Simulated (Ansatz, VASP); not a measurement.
**Two plane-wave programs on AlP**

```
P Al
1.0
     3.89390    0.00000    0.00000
     0.00000    3.89390    0.00000
     0.00000    0.00000   27.39030
P Al
5 5
Direct
  0.00000 0.50000 0.27476
  0.50000 0.00000 0.37466
  0.00000 0.50000 0.47491
  0.50000 0.00000 0.57547
  0.00000 0.50000 0.67618
  0.50000 0.50000 0.32317
  0.00000 0.00000 0.42369
  0.50000 0.50000 0.52442
  0.00000 0.00000 0.62490
  0.50000 0.50000 0.72784
```

Alike in both runs: functional PBE; k mesh 7 × 7 × 1; occupations gaussian, width 0.05 eV; no spin polarisation.

Ansatz relaxed the structure, and its values are those at the end. VASP's run is a single point on that final structure, the one shown.

|  | VASP | Ansatz |
| --- | --- | --- |
| version | VASP 6.6.1 | Ansatz 0.2.0 |
| potentials or method | VASP PAW PBE potentials, release 64 (P, Al), cutoff 520 eV | scalar-relativistic, plane waves, PAW |
| valence electrons in the cell | 40 | 40 |

```tsv
	VASP	Ansatz	Ansatz less VASP
gap on the k mesh at the Fermi level (eV)	none	none	-
rms of the force components (eV/Å)	0.003	0.003	-0.0008
work function, face that differs most (eV)	6.46	6.47	+0.003
```

A gap of «none» marks a metal or a gap that the smearing closes. Ansatz's warnings: xc potential rough in thin density.
